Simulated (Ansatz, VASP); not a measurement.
One calculation of CuO, two programs

```
Cu O
1.0
     2.55255    0.00000    0.00000
     0.00000    2.55255    0.00000
     0.00000    0.00000    2.55255
Cu O
1 1
Direct
  0.00000 0.00000 0.00000
  0.50000 0.50000 0.50000
```

Alike in both runs: task single point; functional PBEsol; k mesh 7 × 7 × 7; occupations gaussian, width 0.05 eV; collinear spin; Hubbard terms Cu d U = 4.0 eV.

```csv
,VASP,Ansatz
version,VASP 6.6.1,Ansatz 0.2.0
potentials or method,"VASP PAW PBE potentials, release 64 (Cu_sv_GW, O_h), cutoff 1340 eV","scalar-relativistic, plane waves, PAW"
valence electrons in the cell,25,25
```

Ansatz gave:

- gap on the k mesh at the Fermi level (eV): none
- pressure (GPa): 15.0
- net moment per atom (μB): 0.50
- size of the moment on the site where the two differ most (μB): 0.63

Question: What did VASP give for the same quantities?

Answer: gap on the k mesh at the Fermi level (eV): none; pressure (GPa): 9.8; net moment per atom (μB): 0.50; size of the moment on the site where the two differ most (μB): 0.39.

VASP's potentials were made for PBE, not for PBEsol. Site moments also hang on the region over which each program counts them. The programs project onto different local orbitals, so the same U acts differently, and such runs can settle in different states. A gap of «none» marks a metal or a gap that the smearing closes. Ansatz's warnings: filled band counts differ across k points, stress scf threshold loose.
